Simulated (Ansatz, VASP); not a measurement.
SnTe: VASP beside Ansatz

File INCAR:

```
SYSTEM = SnTe
  ALGO = Normal
  EDIFF = 1E-6
  ENCUT = 520
  GGA = PS
  ISIF = 2
  ISMEAR = -1
  LASPH = .True.
  LCHARG = .True.
  LELF = .True.
  LREAL = .False.
  LVHAR = .True.
  LWAVE = .False.
  NBANDS = 17
  NELM = 100
  PREC = Accurate
  SIGMA = 0.08
```

KPOINTS

```
k-points
0
Gamma
  11 11 11
  0 0 0
```

POSCAR

```
SnTe
1.0
    0.0000000000      3.1138393650      3.1138393650
    3.1138393650      0.0000000000      3.1138393650
    3.1138393650      3.1138393650      0.0000000000
Sn Te
1 1
Direct
    0.0000000000      0.0000000000      0.0000000000
    0.5000000000      0.5000000000      0.5000000000
```

Input for Ansatz:

```yaml
crystal:
  lattice:
    - [0.0, 3.113839365, 3.113839365]
    - [3.113839365, 0.0, 3.113839365]
    - [3.113839365, 3.113839365, 0.0]
  atoms:
    - { symbol: Sn, position: [0.0, 0.0, 0.0] }
    - { symbol: Te, position: [0.5, 0.5, 0.5] }
kpoints:
  mp_grid: { grid: [11, 11, 11] }
  band_path:
    path:
      - [0.0, 0.0, 0.0]
      - [0.5, 0.0, 0.5]
      - [0.625, 0.25, 0.625]
      - [0.375, 0.375, 0.75]
      - [0.0, 0.0, 0.0]
      - [0.5, 0.5, 0.5]
      - [0.5, 0.25, 0.75]
      - [0.5, 0.0, 0.5]
    npoints: 5
scf:
  occupations: { method: fermi_dirac, width: 0.08 }
hamiltonian:
  xc: pbesol
  pseudopotentials: { kind: all_electron, lapw: { basis_error: 0.00025 } }
output:
  forces: true
  stress: true
  eigenvalues: true
```

Change from the starting cell: volume scaled by 0.96.

Alike in both runs: task single point; functional PBEsol; k mesh 11 × 11 × 11; occupations fermi-dirac, width 0.08 eV; no spin polarisation.

|  | VASP | Ansatz |
| --- | --- | --- |
| version | VASP 6.6.1 | Ansatz 0.2.0 |
| potentials or method | VASP PAW PBE potentials, release 64 (Sn_d, Te), cutoff 520 eV | all-electron LAPW, scalar-relativistic |

|  | VASP | Ansatz | Ansatz less VASP |
| --- | --- | --- | --- |
| pressure (GPa) | 1.5 | 1.5 | +0.02 |

VASP's potentials were made for PBE, not for PBEsol. Ansatz ran all-electron here, and VASP with PAW potentials.

Neither program's run includes spin-orbit coupling.
